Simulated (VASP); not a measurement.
# YAlSi (Cmcm) in VASP: single point with LDA

Aim: the single point of YAlSi with LDA.

All numbers are computed with VASP 6.6.1; they aren't measurements. Logs are shortened: lines on timing, memory, paths and dates and some standing lists are left out, and cuts for length are marked.

**1. The cell of the first run**

Symmetry: Cmcm, No. 63, orthorhombic system. The conventional cell has a = 3.945 Å, b = 10.115 Å, c = 5.626 Å, α = 90.00°, β = 90.00°, γ = 90.00°. Y (site symmetry m2m) has 5 Si at 2.87 to 2.98 Å and 6 Al at 3.13 to 3.39 Å and 6 Y at 3.61 to 3.95 Å within 4.0 Å. Al (site symmetry 2/m) has 4 Si at 2.62 Å and 2 Al at 2.81 Å and 6 Y at 3.13 to 3.39 Å within 3.5 Å. Si (site symmetry m2m) has 4 Al at 2.62 Å and 5 Y at 2.87 to 2.98 Å and 2 Si at 3.46 Å within 3.5 Å.

**2. Single point, LDA**

The input, INCAR:

```
SYSTEM = YAlSi
ALGO = Fast
EDIFF = 1E-6
ENCUT = 520
ISIF = 2
ISMEAR = 0
LASPH = .TRUE.
LCHARG = .FALSE.
LREAL = .FALSE.
LWAVE = .FALSE.
NBANDS = 27
NELM = 100
PREC = Accurate
SIGMA = 0.1
```

The input, KPOINTS:

```
k-points
0
G
  10 10 6
  0 0 0
```

The input, POSCAR:

```
YAlSi
1.0
    1.9726141374     -5.0573459306      0.0000000000
    1.9726141374      5.0573459306      0.0000000000
    0.0000000000      0.0000000000      5.6262483290
Y Al Si
2 2 2
Direct
    0.6951659448      0.3048340552      0.7500000000
    0.3048340552      0.6951659448      0.2500000000
    0.0000000000      0.0000000000      0.5000000000
    0.0000000000      0.0000000000      0.0000000000
    0.4006660048      0.5993339952      0.7500000000
    0.5993339952      0.4006660048      0.2500000000
```

Potentials or basis: VASP PAW LDA potentials, release 64 (Y_sv, Al, Si).

Run with:

```sh
> cat potpaw_LDA.64/Y_sv/POTCAR potpaw_LDA.64/Al/POTCAR potpaw_LDA.64/Si/POTCAR > POTCAR
> mpirun -np 1 vasp_std > vasp.out
```

OUTCAR:

```text
SYSTEM = YAlSi
   EDIFF = 1E-6
   ENCUT = 520
   ISIF = 2
   ISMEAR = 0
   LASPH = .TRUE.
   LREAL = .FALSE.
   NELM = 100
   PREC = Accurate

 ion  position               nearest neighbor table
   1  0.695  0.305  0.750-   5 2.87   5 2.87   6 2.98   6 2.98   5 2.98   3 3.13   4 3.13   3 3.13
                             4 3.13   3 3.39   4 3.39   2 3.61   2 3.61   2 3.61   2 3.61
   2  0.305  0.695  0.250-   6 2.87   6 2.87   5 2.98   5 2.98   6 2.98   4 3.13   3 3.13   4 3.13
                             3 3.13   3 3.39   4 3.39   1 3.61   1 3.61   1 3.61   1 3.61
   3  0.000  0.000  0.500-   6 2.62   5 2.62   6 2.62   5 2.62   4 2.81   4 2.81   1 3.13   2 3.13
                             2 3.13   1 3.13   1 3.39   2 3.39
   4  0.000  0.000  0.000-   6 2.62   5 2.62   6 2.62   5 2.62   3 2.81   3 2.81   1 3.13   2 3.13
                             2 3.13   1 3.13   1 3.39   2 3.39
   5  0.401  0.599  0.750-   3 2.62   4 2.62   3 2.62   4 2.62   1 2.87   1 2.87   2 2.98   2 2.98
                             1 2.98
   6  0.599  0.401  0.250-   3 2.62   4 2.62   3 2.62   4 2.62   2 2.87   2 2.87   1 2.98   1 2.98
                             2 2.98

  LATTYP: Found a base centered orthorhombic cell.
 ALAT       =     3.9452282748
 B/A-ratio  =     2.5637786097
 C/A-ratio  =     1.4260894268

  Lattice vectors:

 A1 = (   1.9726141374,  -5.0573459306,   0.0000000000)
 A2 = (   1.9726141374,   5.0573459306,   0.0000000000)
 A3 = (   0.0000000000,   0.0000000000,   5.6262483290)

Analysis of symmetry for initial positions (statically):
=====================================================================
 Subroutine PRICEL returns:
 Original cell was already a primitive cell.

 Routine SETGRP: Setting up the symmetry group for a
 base centered orthorhombic supercell.

 Subroutine GETGRP returns: Found  8 space group operations
 (whereof  4 operations were pure point group operations)
 out of a pool of  8 trial point group operations.

The static configuration has the point symmetry C_2h.
 The point group associated with its full space group is D_2h.

Analysis of symmetry for dynamics (positions and initial velocities):
=====================================================================
 Subroutine PRICEL returns:
 Original cell was already a primitive cell.

 Routine SETGRP: Setting up the symmetry group for a
 base centered orthorhombic supercell.

 Subroutine GETGRP returns: Found  8 space group operations
 (whereof  4 operations were pure point group operations)
 out of a pool of  8 trial point group operations.

The dynamic configuration has the point symmetry C_2h.
 The point group associated with its full space group is D_2h.

 Subroutine INISYM returns: Found  8 space group operations
 (whereof  4 operations are pure point group operations),
 and found     1 'primitive' translations

----------------------------------------------------------------------------------------

                                     Primitive cell

  volume of cell :     112.2571

  direct lattice vectors                    reciprocal lattice vectors
     1.972614137 -5.057345931  0.000000000     0.253470758 -0.098866086  0.000000000
     1.972614137  5.057345931  0.000000000     0.253470758  0.098866086  0.000000000
     0.000000000  0.000000000  5.626248329     0.000000000  0.000000000  0.177738333

  length of vectors
     5.428439407  5.428439407  5.626248329     0.272069712  0.272069712  0.177738333

  position of ions in fractional coordinates (direct lattice)
     0.695165945  0.304834055  0.750000000
     0.304834055  0.695165945  0.250000000
     0.000000000  0.000000000  0.500000000
     0.000000000  0.000000000  0.000000000
     0.400666005  0.599333995  0.750000000
     0.599333995  0.400666005  0.250000000

  ion indices of the primitive-cell ions
   primitive index   ion index
                 1           1
                 2           2
                 3           3
                 4           4
                 5           5
                 6           6

----------------------------------------------------------------------------------------

 KPOINTS: k-points

Automatic generation of k-mesh.
 Grid dimensions read from file:
 generate k-points for:   10   10    6

 Generating k-lattice:

  Cartesian coordinates                     Fractional coordinates (reciprocal lattice)
     0.025347076 -0.009886609  0.000000000     0.100000000  0.000000000  0.000000000
     0.025347076  0.009886609  0.000000000     0.000000000  0.100000000  0.000000000
     0.000000000  0.000000000  0.029623056     0.000000000  0.000000000  0.166666667

  Length of vectors
     0.027206971  0.027206971  0.029623056

  Shift w.r.t. Gamma in fractional coordinates (k-lattice)
     0.000000000  0.000000000  0.000000000

 Subroutine IBZKPT returns following result:
 ===========================================

 Found    124 irreducible k-points:

 Following reciprocal coordinates:
            Coordinates               Weight
  0.000000  0.000000  0.000000      1.000000
  0.100000  0.000000  0.000000      4.000000
  0.200000  0.000000  0.000000      4.000000
  0.300000  0.000000  0.000000      4.000000
  0.400000 -0.000000  0.000000      4.000000
  0.500000  0.000000  0.000000      2.000000
[... 16 lines left out ...]
  0.300000  0.300000  0.000000      2.000000
  0.400000  0.300000  0.000000      4.000000
 [... further k-points ...]
   k-points           NKPTS =    124   k-points in BZ     NKDIM =    124   number of bands    NBANDS=     27
   number of dos      NEDOS =    301   number of ions     NIONS =      6
   total plane-waves  NPLWV =  67200
   dimension x,y,z NGX =    40 NGY =   40 NGZ =   42
   dimension x,y,z NGXF=    80 NGYF=   80 NGZF=   84
   ions per type =               2   2   2
   NGX,Y,Z   is equivalent  to a cutoff of  12.25, 12.25, 12.41 a.u.
   NGXF,Y,Z  is equivalent  to a cutoff of  24.50, 24.50, 24.82 a.u.
 SYSTEM =  YAlSi
   PREC   = accura    normal or accurate (medium, high low for compatibility)
   ISTART =      0    job   : 0-new  1-cont  2-samecut
   ICHARG =      2    charge: 1-file 2-atom 10-const
   ISPIN  =      1    spin polarized calculation?
   LNONCOLLINEAR =      F non collinear calculations
   LSORBIT =      F    spin-orbit coupling
   LASPH  =      T    aspherical Exc in radial PAW
   ENCUT  =  520.0 eV  38.22 Ry    6.18 a.u.  10.09 10.09 10.46*2*pi/ulx,y,z
   NELM   =    100;   NELMIN=  2; NELMDL= -5     # of ELM steps
   EDIFF  = 0.1E-05   stopping-criterion for ELM
   LREAL  =      F    real-space projection
   EDIFFG = 0.1E-04   stopping-criterion for IOM
   NSW    =      0    number of steps for IOM
   IBRION =     -1    ionic relax: 0-MD 1-quasi-New 2-CG
   NFREE  =      0    steps in history (QN), initial steepest desc. (CG)
   ISIF   =      2    stress and relaxation
   ISYM   =      2    0-nonsym 1-usesym 2-fastsym
   POTIM  = 0.5000    time-step for ionic-motion
   TEBEG  =    0.0;   TEEND  =   0.0 temperature during run
   PSTRESS=    0.0 pullay stress
   NELECT =      36.0000    total number of electrons
   NUPDOWN=      -1.0000    fix difference up-down
   EMIN   =  10.00;   EMAX   =-10.00  energy-range for DOS
   EFERMI =   0.00;   METHOD = LEGACY
   ISMEAR =     0;   SIGMA  =   0.10  broadening in eV -4-tet -1-fermi 0-gaus
   EFERMI_NEDOS =   21; number of points for ismear=-14 and -15
   IALGO  =     68    algorithm
   IMIX   =      4    mixing-type and parameters
     AMIX     =   0.40;   BMIX     =  1.00
     AMIX_MAG =   1.60;   BMIX_MAG =  1.00
  volume/ion in A,a.u.               =      18.71       126.26
  Fermi-wavevector in a.u.,A,eV,Ry     =   1.120567  2.117564 17.084428  1.255670
  Thomas-Fermi vector in A             =   2.257214
   LORBIT       =      0    0 simple, 1 ext, 2 COOP (PROOUT), +10 PAW based schemes
   GGA     = CA    functional components
   LHFCALC =     F    Hartree Fock is set to
   AEXX    =    0.0000 exact exchange contribution
   IVDW    =     0    specifies the selected vdW correction
   LEPSILON=     F    determine dielectric tensor
   LRPA    =     F    only Hartree local field effects (RPA)
 non-spin polarized calculation
 RMM-DIIS sequential band-by-band and
 Gauss-broadening in eV      SIGMA  =   0.10
  energy-cutoff  :      520.00
  volume of cell :      112.26
 maximum number of plane-waves:      3065
   NGX = 21   NGY = 21   NGZ = 21

 number of electron      36.0000002 magnetization

 Free energy of the ion-electron system (eV)
  ---------------------------------------------------
  ext. energy  EPLUGINS =         0.00000000
  ---------------------------------------------------
  free energy    TOTEN  =       -38.38958047 eV

  energy without entropy =      -38.37928263  energy(sigma->0) =      -38.38443155

 E-fermi :   6.5443     XC(G=0): -10.7401

 val. band max:        6.5296573364   @ k =   0.2000   0.0000   0.1667
 cond. band min:       6.5494252315   @ k =   0.5000   0.1000   0.1667
 fundamental gap:      0.0197678951
 Fermi energy:         6.5443347145

 k-point     1 :       0.0000    0.0000    0.0000
  band No.  band energies     occupation
      1     -35.2812      2.00000
      2     -35.2361      2.00000
      3     -15.6639      2.00000
      4     -15.5489      2.00000
      5     -15.5453      2.00000
      6     -15.4449      2.00000
[... 19 lines left out ...]
     26      10.8776      0.00000
     27      11.2640      0.00000

 k-point     2 :       0.1000    0.0000    0.0000
  band No.  band energies     occupation
      1     -35.2794      2.00000
      2     -35.2365      2.00000
      3     -15.6537      2.00000
      4     -15.5522      2.00000
      5     -15.5438      2.00000
      6     -15.4532      2.00000
[... 19 lines left out ...]
     26      10.9613      0.00000
     27      11.1403      0.00000

 k-point     3 :       0.2000    0.0000    0.0000
  band No.  band energies     occupation
      1     -35.2744      2.00000
      2     -35.2378      2.00000
      3     -15.6243      2.00000
      4     -15.5598      2.00000
      5     -15.5456      2.00000
      6     -15.4707      2.00000
[... 19 lines left out ...]
     26      10.6743      0.00000
     27      11.6301      0.00000

 k-point     4 :       0.3000    0.0000    0.0000
  band No.  band energies     occupation
      1     -35.2671      2.00000
      2     -35.2405      2.00000
      3     -15.5795      2.00000
      4     -15.5743      2.00000
      5     -15.5554      2.00000
      6     -15.4818      2.00000
[... 19 lines left out ...]
     26      10.9214      0.00000
     27      11.6878      0.00000

 k-point     5 :       0.4000   -0.0000    0.0000
  band No.  band energies     occupation
      1     -35.2589      2.00000
      2     -35.2449      2.00000
      3     -15.5885      2.00000
      4     -15.5729      2.00000
      5     -15.5251      2.00000
      6     -15.4832      2.00000
[... 19 lines left out ...]
     26      11.1577      0.00000
     27      11.7808      0.00000

 k-point     6 :       0.5000    0.0000    0.0000
  band No.  band energies     occupation
      1     -35.2515      2.00000
      2     -35.2509      2.00000
      3     -15.5890      2.00000
      4     -15.5877      2.00000
      5     -15.4815      2.00000
      6     -15.4710      2.00000
[... 444 lines left out ...]
      1     -35.2790      2.00000
      2     -35.2367      2.00000
      3     -15.6488      2.00000
      4     -15.5758      2.00000
      5     -15.5403      2.00000
      6     -15.4551      2.00000
[... 19 lines left out ...]
     26      10.4752      0.00000
     27      11.1122      0.00000

 k-point    22 :      -0.2000    0.2000    0.0000
  band No.  band energies     occupation
      1     -35.2810      2.00000
      2     -35.2362      2.00000
      3     -15.6604      2.00000
      4     -15.5701      2.00000
      5     -15.5396      2.00000
      6     -15.4459      2.00000
[... 19 lines left out ...]
     26      10.6742      0.00000
     27      10.8398      0.00000

 k-point    23 :       0.3000    0.3000    0.0000
  band No.  band energies     occupation
      1     -35.2585      2.00000
      2     -35.2453      2.00000
      3     -15.5990      2.00000
      4     -15.5670      2.00000
      5     -15.5194      2.00000
      6     -15.4926      2.00000
[... 19 lines left out ...]
     26      11.2541      0.00000
     27      11.9231      0.00000

 k-point    24 :       0.4000    0.3000    0.0000
  band No.  band energies     occupation
      1     -35.2665      2.00000
      2     -35.2408      2.00000
      3     -15.5933      2.00000
      4     -15.5724      2.00000
      5     -15.5509      2.00000
      6     -15.4927      2.00000
[... 19 lines left out ...]
     26      11.3670      0.00000
     27      11.9389      0.00000

 [... further k-points ...]

------------------------ aborting loop because EDIFF is reached ----------------------------------------

  FORCE on cell =-STRESS in cart. coord.  units (eV):
  Direction    XX          YY          ZZ          XY          YZ          ZX
  --------------------------------------------------------------------------------------
  -------------------------------------------------------------------------------------
  Total        0.0289711      0.0056575      0.0222536      0.0000000      0.0000000      0.0000000
  in kB        0.4134867      0.0807460      0.3176120      0.0000000      0.0000000      0.0000000
  external PRESSURE =       0.2706149 kB  Pullay stress =       0.0000000 kB

 VOLUME and BASIS-vectors are now :
 -----------------------------------------------------------------------------
  energy-cutoff  :      520.00
  volume of cell :      112.26
      direct lattice vectors                 reciprocal lattice vectors
     1.972614137 -5.057345931  0.000000000     0.253470758 -0.098866086  0.000000000
     1.972614137  5.057345931  0.000000000     0.253470758  0.098866086  0.000000000
     0.000000000  0.000000000  5.626248329     0.000000000  0.000000000  0.177738333

 POSITION                                       TOTAL-FORCE (eV/Angst)
 -----------------------------------------------------------------------------------
      1.97261     -1.97404      4.21969        -0.000000     -0.000363      0.000000
      1.97261      1.97404      1.40656        -0.000000      0.000363      0.000000
      0.00000      0.00000      2.81312        -0.000000      0.000000     -0.000000
      0.00000      0.00000      0.00000         0.000000     -0.000000     -0.000000
      1.97261      1.00473      4.21969        -0.000000      0.001374     -0.000000
      1.97261     -1.00473      1.40656        -0.000000     -0.001374     -0.000000
 -----------------------------------------------------------------------------------
    total drift:                               -0.000000     -0.000000      0.000000

  FREE ENERGIE OF THE ION-ELECTRON SYSTEM (eV)
  ---------------------------------------------------
  free  energy   TOTEN  =       -38.3895804726 eV

  energy  without entropy=      -38.3792826322  energy(sigma->0) =      -38.38443155
```

It took 12 min on 1 thread of Intel Xeon Platinum 8488C (Sapphire Rapids), shared host; peak memory 0.47 GiB.

What came out:

```
Free energy            : -38.3896 eV
Pressure               : 0.0 GPa
Band gap on the k mesh : zero (bands 18 and 19 overlap by 1.21 eV)
```
